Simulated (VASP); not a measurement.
BaS:

```
Ba S
1.0
     0.00000    3.19375    3.19375
     3.19375    0.00000    3.19375
     3.19375    3.19375    0.00000
Ba S
1 1
Direct
  0.00000 0.00000 0.00000
  0.50000 0.50000 0.50000
```

- Program: VASP 6.6.1
- Task: relaxation of cell and atoms
- Functional: PBE-based screened hybrid with 25 % exact exchange
- Potentials or basis: VASP PAW PBE potentials, release 64 (Ba_sv, S)
- Cutoff: 600 eV
- k mesh: 4 × 4 × 4
- Occupations: fermi-dirac, width 0.05 eV
- Spin: no spin polarisation

At the start: pressure 1.1 GPa; volume 32.58 Å³/atom.

**Question.** How do energy, volume and symmetry change on relaxing?

**Answer.** Over 3 steps the energy falls by 2.5 meV/atom and the volume is 33.34 Å³/atom (+2.3 %); space group Fm-3m (No. 225, to 0.1 Å) before and after.

The path:
```tsv
step	energy change (eV)	largest force (eV/Å)	pressure (GPa)	volume (Å³)
1	0.0000	0.0000	1.06	65.15
2	-0.0044	0.0000	-0.34	67.21
3	-0.0049	0.0000	0.00	66.67
```

Final structure:
```yaml
crystal:
  lattice:
    - [0.00000, 3.21841, 3.21841]
    - [3.21841, 0.00000, 3.21841]
    - [3.21841, 3.21841, 0.00000]
  atoms:
    - { symbol: Ba, position: [0.00000, 0.00000, 0.00000] }
    - { symbol: S, position: [0.50000, 0.50000, 0.50000] }
```

Caveat: the k points lie up to 0.42 Å⁻¹ apart in the final cell; the PAW data sets were made with another functional, which shifts forces and pressure a little.
